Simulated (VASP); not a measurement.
# MgSi2N2 (R-3m) in VASP: further runs

MgSi2N2 is run at these levels: PBE; tasks: relaxation of cell and atoms.

Program: VASP 6.6.1. These are calculated values, not measurements. Logs are shortened: lines on timing, memory, paths and dates and some standing lists are left out, and cuts for length are marked.

### Step 1. The cell of the first run

Symmetry: R-3m, No. 166, trigonal system. The conventional cell has a = 6.077 Å, b = 6.077 Å, c = 7.144 Å, α = 90.00°, β = 90.00°, γ = 120.00°. Within 2.3 Å of Mg (site symmetry -3m) lie 2 N at 1.77 Å. Si (site symmetry 3m) has 1 N at 1.10 Å and 1 Si at 1.41 Å within 1.5 Å. N (site symmetry 3m) has 1 Si at 1.10 Å within 1.5 Å.

The cell was built from a structure type or drawn by symmetry, and may not be a known phase.

### Step 2. Relaxation of cell and atoms, PBE

INCAR

```
PREC = Accurate ; ENCUT = 750
EDIFF = 1E-7 ; ISMEAR = 0
SIGMA = 0.1 ; LREAL = F
LASPH = T ; NELM = 120
ALGO = Normal ; ISIF = 3
LWAVE = F ; LCHARG = F
GGA = PE ; IBRION = 2
NSW = 90 ; EDIFFG = -0.04
GGA_COMPAT = F ; NELMIN = 4
```

KPOINTS

```
regular mesh
0
Gamma
  6 6 6
```

POSCAR

```
MgSi2N2
1.0
    3.0383096800      1.7541689100      2.3812288100
   -3.0383096800      1.7541689100      2.3812288100
    0.0000000000     -3.5083378200      2.3812288100
Mg Si N
1 2 2
Direct
    0.0000000000      0.0000000000      0.0000000000
    0.5984006400      0.5984006400      0.5984006400
    0.4015993600      0.4015993600      0.4015993600
    0.2474819700      0.2474819700      0.2474819700
    0.7525180300      0.7525180300      0.7525180300
```

Potentials or basis: VASP PAW PBE potentials, release 64 (Mg_sv, Si, N).

Started as:

```console
> cat potpaw_PBE.64/Mg_sv/POTCAR potpaw_PBE.64/Si/POTCAR potpaw_PBE.64/N/POTCAR > POTCAR
> mpirun -np 1 vasp_std > vasp.out
```

OUTCAR:

```text
PREC = Accurate
   ENCUT = 750
   EDIFF = 1E-7
   ISMEAR = 0
   LREAL = F
   LASPH = T
   NELM = 120
   ISIF = 3
   GGA = PE
   IBRION = 2
   NSW = 90
   EDIFFG = -0.04
   NELMIN = 4

 ion  position               nearest neighbor table
   1  0.000  0.000  0.000-   4 1.77   5 1.77
   2  0.598  0.598  0.598-   5 1.10   3 1.41
   3  0.402  0.402  0.402-   4 1.10   2 1.41
   4  0.247  0.247  0.247-   3 1.10   1 1.77
   5  0.753  0.753  0.753-   2 1.10   1 1.77

 -----------------------------------------------------------------------------
|                                                                             |
|           W    W    AA    RRRRR   N    N  II  N    N   GGGG   !!!           |
|           W    W   A  A   R    R  NN   N  II  NN   N  G    G  !!!           |
|           W    W  A    A  R    R  N N  N  II  N N  N  G       !!!           |
|           W WW W  AAAAAA  RRRRR   N  N N  II  N  N N  G  GGG   !            |
|           WW  WW  A    A  R   R   N   NN  II  N   NN  G    G                |
|           W    W  A    A  R    R  N    N  II  N    N   GGGG   !!!           |
|                                                                             |
|     The distance between some ions is very small. Please check the          |
|     nearest-neighbor list in the OUTCAR file.                               |
|     I HOPE YOU KNOW WHAT YOU ARE DOING!                                     |
|                                                                             |
 -----------------------------------------------------------------------------

  LATTYP: Found a trigonal (rhomboedric) cell.
 ALAT       =     4.2401279370
 COS(alpha) =    -0.0269189044

  Lattice vectors:

 A1 = (   3.0383096800,   1.7541689100,   2.3812288100)
 A2 = (  -3.0383096800,   1.7541689100,   2.3812288100)
 A3 = (   0.0000000000,  -3.5083378200,   2.3812288100)

Analysis of symmetry for initial positions (statically):
=====================================================================
 Subroutine PRICEL returns:
 Original cell was already a primitive cell.

 Routine SETGRP: Setting up the symmetry group for a
 trigonal (rhombohedral) supercell.

 Subroutine GETGRP returns: Found 12 space group operations
 (whereof 12 operations were pure point group operations)
 out of a pool of 12 trial point group operations.

The static configuration has the point symmetry D_3d.

Analysis of symmetry for dynamics (positions and initial velocities):
=====================================================================
 Subroutine PRICEL returns:
 Original cell was already a primitive cell.

 Routine SETGRP: Setting up the symmetry group for a
 trigonal (rhombohedral) supercell.

 Subroutine GETGRP returns: Found 12 space group operations
 (whereof 12 operations were pure point group operations)
 out of a pool of 12 trial point group operations.

The dynamic configuration has the point symmetry D_3d.

 Subroutine INISYM returns: Found 12 space group operations
 (whereof 12 operations are pure point group operations),
 and found     1 'primitive' translations

----------------------------------------------------------------------------------------

                                     Primitive cell

  volume of cell :      76.1475

  direct lattice vectors                    reciprocal lattice vectors
     3.038309680  1.754168910  2.381228810     0.164565187  0.095011755  0.139983748
    -3.038309680  1.754168910  2.381228810    -0.164565187  0.095011755  0.139983748
     0.000000000 -3.508337820  2.381228810     0.000000000 -0.190023510  0.139983748

  length of vectors
     4.240127937  4.240127937  4.240127935     0.236017762  0.236017762  0.236017762

  position of ions in fractional coordinates (direct lattice)
     0.000000000  0.000000000  0.000000000
     0.598400640  0.598400640  0.598400640
     0.401599360  0.401599360  0.401599360
     0.247481970  0.247481970  0.247481970
     0.752518030  0.752518030  0.752518030

  ion indices of the primitive-cell ions
   primitive index   ion index
                 1           1
                 2           2
                 3           3
                 4           4
                 5           5

----------------------------------------------------------------------------------------

 KPOINTS: regular mesh

Automatic generation of k-mesh.
 Grid dimensions read from file:
 generate k-points for:    6    6    6

 Generating k-lattice:

  Cartesian coordinates                     Fractional coordinates (reciprocal lattice)
     0.027427531  0.015835292  0.023330625     0.166666667 -0.000000000 -0.000000000
    -0.027427531  0.015835292  0.023330625    -0.000000000  0.166666667 -0.000000000
     0.000000000 -0.031670585  0.023330625    -0.000000000 -0.000000000  0.166666667

  Length of vectors
     0.039336294  0.039336294  0.039336294

  Shift w.r.t. Gamma in fractional coordinates (k-lattice)
     0.000000000  0.000000000  0.000000000

 Subroutine IBZKPT returns following result:
 ===========================================

 Found     32 irreducible k-points:

 Following reciprocal coordinates:
            Coordinates               Weight
  0.000000  0.000000  0.000000      1.000000
  0.166667 -0.000000  0.000000      6.000000
  0.333333  0.000000  0.000000      6.000000
  0.500000  0.000000 -0.000000      3.000000
  0.166667  0.166667  0.000000      6.000000
  0.333333  0.166667  0.000000     12.000000
[... 16 lines left out ...]
  0.500000  0.500000  0.166667      6.000000
 -0.333333  0.500000  0.166667     12.000000
 [... further k-points ...]
   k-points           NKPTS =     32   k-points in BZ     NKDIM =     32   number of bands    NBANDS=     18
   number of dos      NEDOS =    301   number of ions     NIONS =      5
   total plane-waves  NPLWV =  64000
   dimension x,y,z NGX =    40 NGY =   40 NGZ =   40
   dimension x,y,z NGXF=    80 NGYF=   80 NGZF=   80
   ions per type =               1   2   2
   NGX,Y,Z   is equivalent  to a cutoff of  15.68, 15.68, 15.68 a.u.
   NGXF,Y,Z  is equivalent  to a cutoff of  31.37, 31.37, 31.37 a.u.
 SYSTEM =  unknown system
   PREC   = accura    normal or accurate (medium, high low for compatibility)
   ISTART =      0    job   : 0-new  1-cont  2-samecut
   ICHARG =      2    charge: 1-file 2-atom 10-const
   ISPIN  =      1    spin polarized calculation?
   LNONCOLLINEAR =      F non collinear calculations
   LSORBIT =      F    spin-orbit coupling
   LASPH  =      T    aspherical Exc in radial PAW
   ENCUT  =  750.0 eV  55.12 Ry    7.42 a.u.   9.47  9.47  9.47*2*pi/ulx,y,z
   NELM   =    120;   NELMIN=  4; NELMDL= -5     # of ELM steps
   EDIFF  = 0.1E-06   stopping-criterion for ELM
   LREAL  =      F    real-space projection
   EDIFFG = -.4E-01   stopping-criterion for IOM
   NSW    =     90    number of steps for IOM
   IBRION =      2    ionic relax: 0-MD 1-quasi-New 2-CG
   NFREE  =      1    steps in history (QN), initial steepest desc. (CG)
   ISIF   =      3    stress and relaxation
   ISYM   =      2    0-nonsym 1-usesym 2-fastsym
   POTIM  = 0.5000    time-step for ionic-motion
   TEBEG  =    0.0;   TEEND  =   0.0 temperature during run
   PSTRESS=    0.0 pullay stress
   NELECT =      28.0000    total number of electrons
   NUPDOWN=      -1.0000    fix difference up-down
   EMIN   =  10.00;   EMAX   =-10.00  energy-range for DOS
   EFERMI =   0.00;   METHOD = LEGACY
   ISMEAR =     0;   SIGMA  =   0.10  broadening in eV -4-tet -1-fermi 0-gaus
   EFERMI_NEDOS =   21; number of points for ismear=-14 and -15
   IALGO  =     38    algorithm
   IMIX   =      4    mixing-type and parameters
     AMIX     =   0.40;   BMIX     =  1.00
     AMIX_MAG =   1.60;   BMIX_MAG =  1.00
  volume/ion in A,a.u.               =      15.23       102.77
  Fermi-wavevector in a.u.,A,eV,Ry     =   1.172849  2.216364 18.715842  1.375576
  Thomas-Fermi vector in A             =   2.309272
   LORBIT       =      0    0 simple, 1 ext, 2 COOP (PROOUT), +10 PAW based schemes
   GGA     = PE    functional components
   LHFCALC =     F    Hartree Fock is set to
   AEXX    =    0.0000 exact exchange contribution
   IVDW    =     0    specifies the selected vdW correction
   LEPSILON=     F    determine dielectric tensor
   LRPA    =     F    only Hartree local field effects (RPA)
 conjugate gradient relaxation of ions
 non-spin polarized calculation
 Gauss-broadening in eV      SIGMA  =   0.10
  energy-cutoff  :      750.00
  volume of cell :       76.15
 maximum number of plane-waves:      3593
 NGX is ok and might be reduce to    40
   NGX = 19   NGY = 19   NGZ = 19

--------------------------------------- Ionic step        1  -------------------------------------------

 number of electron      27.9999983 magnetization

 Free energy of the ion-electron system (eV)
  ---------------------------------------------------
  ext. energy  EPLUGINS =         0.00000000
  ---------------------------------------------------
  free energy    TOTEN  =        18.11537760 eV

  energy without entropy =       18.11998400  energy(sigma->0) =       18.11768080

------------------------ aborting loop because EDIFF is reached ----------------------------------------

  FORCE on cell =-STRESS in cart. coord.  units (eV):
  Direction    XX          YY          ZZ          XY          YZ          ZX
  --------------------------------------------------------------------------------------
  -------------------------------------------------------------------------------------
  Total       -0.7141729     -0.7141729    289.5120746      0.0000000      0.0000000      0.0000000
  in kB      -15.0265105    -15.0265105   6091.4605838      0.0000000      0.0000000      0.0000000
  external PRESSURE =    2020.4691876 kB  Pullay stress =       0.0000000 kB
[... 98 lines left out ...]
  FREE ENERGIE OF THE ION-ELECTRON SYSTEM (eV)
  ---------------------------------------------------
  free  energy   TOTEN  =         3.7973438021 eV

  energy  without entropy=        3.8479256239  energy(sigma->0) =        3.82263471

 E-fermi :  -0.3453     XC(G=0):  -7.3137

 val. band max:       -0.3455567635   @ k =   0.3333   0.1667   0.0000
 cond. band min:      -0.3438421019   @ k =  -0.1667   0.3333   0.1667
 fundamental gap:      0.0017146615
 Fermi energy:        -0.3452642503

 k-point     1 :       0.0000    0.0000    0.0000
  band No.  band energies     occupation
      1     -79.8800      2.00000
      2     -47.5425      2.00000
      3     -47.5425      2.00000
      4     -44.8396      2.00000
      5     -12.2103      2.00000
      6     -11.9428      2.00000
[... 481 lines left out ...]
      5     -12.0745      2.00000
      6     -12.0147      2.00000
[... 10 lines left out ...]
     17       0.7871      0.00000
     18       1.2005      0.00000

 [... further k-points ...]

 E-fermi :   6.9605     XC(G=0): -10.1348

 val. band max:        6.8912913287   @ k =  -0.3333   0.1667   0.1667
 cond. band min:       7.0458579209   @ k =   0.3333   0.0000   0.0000
 fundamental gap:      0.1545665923
 Fermi energy:         6.9605409917

 k-point     1 :       0.0000    0.0000    0.0000
  band No.  band energies     occupation
      1     -67.9252      2.00000
      2     -34.7522      2.00000
      3     -34.7522      2.00000
      4     -34.5974      2.00000
      5      -8.8552      2.00000
      6      -6.5877      2.00000
[... 481 lines left out ...]
      5      -7.4314      2.00000
      6      -7.3820      2.00000
[... 10 lines left out ...]
     17       9.4437      0.00000
     18      11.3371      0.00000

 [... further k-points ...]

 E-fermi :   4.1030     XC(G=0):  -9.5481

 val. band max:        4.0486638777   @ k =  -0.3333   0.1667  -0.0000
 cond. band min:       4.1651310601   @ k =  -0.1667   0.1667   0.0000
 fundamental gap:      0.1164671824
 Fermi energy:         4.1029614340

 k-point     1 :       0.0000    0.0000    0.0000
  band No.  band energies     occupation
      1     -71.3710      2.00000
      2     -38.2170      2.00000
      3     -38.2170      2.00000
      4     -37.9932      2.00000
      5     -11.1103      2.00000
      6      -9.9956      2.00000
[... 481 lines left out ...]
      5     -10.4680      2.00000
      6     -10.3424      2.00000
[... 10 lines left out ...]
     17       6.2882      0.00000
     18       8.4058      0.00000

 [... further k-points ...]

[... ionic steps 4 to 41 ...]

--------------------------------------- Ionic step       42  -------------------------------------------

 number of electron      28.0000022 magnetization

------------------------ aborting loop because EDIFF is reached ----------------------------------------
[... 73 lines left out ...]
--------------------------------------- Ionic step       44  -------------------------------------------

 number of electron      28.0000022 magnetization

 Free energy of the ion-electron system (eV)
  ---------------------------------------------------
  ext. energy  EPLUGINS =         0.00000000
  ---------------------------------------------------
  free energy    TOTEN  =       -26.22191919 eV

  energy without entropy =      -26.22191919  energy(sigma->0) =      -26.22191919

 E-fermi :   2.5095     XC(G=0):  -8.7788

 val. band max:        2.0702497531   @ k =   0.0000   0.0000   0.0000
 cond. band min:       3.1148039740   @ k =   0.0000   0.0000   0.0000
 fundamental gap:      1.0445542208
 Fermi energy:         2.5095304731

 k-point     1 :       0.0000    0.0000    0.0000
  band No.  band energies     occupation
      1     -72.7477      2.00000
      2     -39.6229      2.00000
      3     -39.6229      2.00000
      4     -39.3409      2.00000
      5     -11.9144      2.00000
      6     -11.2034      2.00000
[... 481 lines left out ...]
      5     -11.5051      2.00000
      6     -11.4410      2.00000
[... 10 lines left out ...]
     17       4.9191      0.00000
     18       6.9637      0.00000

 [... further k-points ...]
[... 5 lines left out ...]
  --------------------------------------------------------------------------------------
  -------------------------------------------------------------------------------------
  Total        0.0365698      0.0365698      0.1043489      0.0000000     -0.0000000      0.0000000
  in kB        0.6180476      0.6180476      1.7635482      0.0000000     -0.0000000      0.0000000
  external PRESSURE =       0.9998811 kB  Pullay stress =       0.0000000 kB
[... 20 lines left out ...]
  FREE ENERGIE OF THE ION-ELECTRON SYSTEM (eV)
  ---------------------------------------------------
  free  energy   TOTEN  =       -26.2219191885 eV

  energy  without entropy=      -26.2219191885  energy(sigma->0) =      -26.22191919

 reached required accuracy - stopping structural energy minimisation
```

Run time: 19 min. Hardware: 1 thread of Intel Xeon 6975P-C (Granite Rapids), shared host; peak memory 0.29 GiB.

What came out:

| Property | Result |
| --- | --- |
| Free energy | -26.2219 eV |
| Relaxed volume | 18.96 Å³/atom |
| Relaxed cell | a = 4.703 Å, b = 4.703 Å, c = 4.703 Å, α = 74.84°, β = 74.84°, γ = 74.84° |
| Space group after relaxing (to 0.1 Å) | R-3m (No. 166) |
| Pressure after relaxing | 0.1 GPa |
| Largest force after relaxing | 0.021 eV/Å |
| Band gap on the k mesh | 1.04 eV |

Forces in eV/Å, atoms in the order of the input:
```
Mg   0.000  0.000  0.000
Si   0.000  0.000 -0.021
Si   0.000  0.000  0.021
N    0.000  0.000 -0.021
N    0.000  0.000  0.021
```

Final structure:
```cif
data_structure
_symmetry_space_group_name_H-M 'P 1'
_symmetry_Int_Tables_number 1
_cell_length_a 4.7029
_cell_length_b 4.7029
_cell_length_c 4.7029
_cell_angle_alpha 74.844
_cell_angle_beta 74.844
_cell_angle_gamma 74.844
_cell_volume 94.80
loop_
_atom_site_label
_atom_site_type_symbol
_atom_site_fract_x
_atom_site_fract_y
_atom_site_fract_z
_atom_site_occupancy
Mg1 Mg 0.00000 0.00000 0.00000 1
Si1 Si 0.35263 0.35263 0.35263 1
Si2 Si 0.64737 0.64737 0.64737 1
N1 N 0.80610 0.80610 0.80610 1
N2 N 0.19390 0.19390 0.19390 1
```

Caveat: the volume moved by over 15 % at a fixed basis, so the end points are rough.

(Continued in part 2 of 2.)
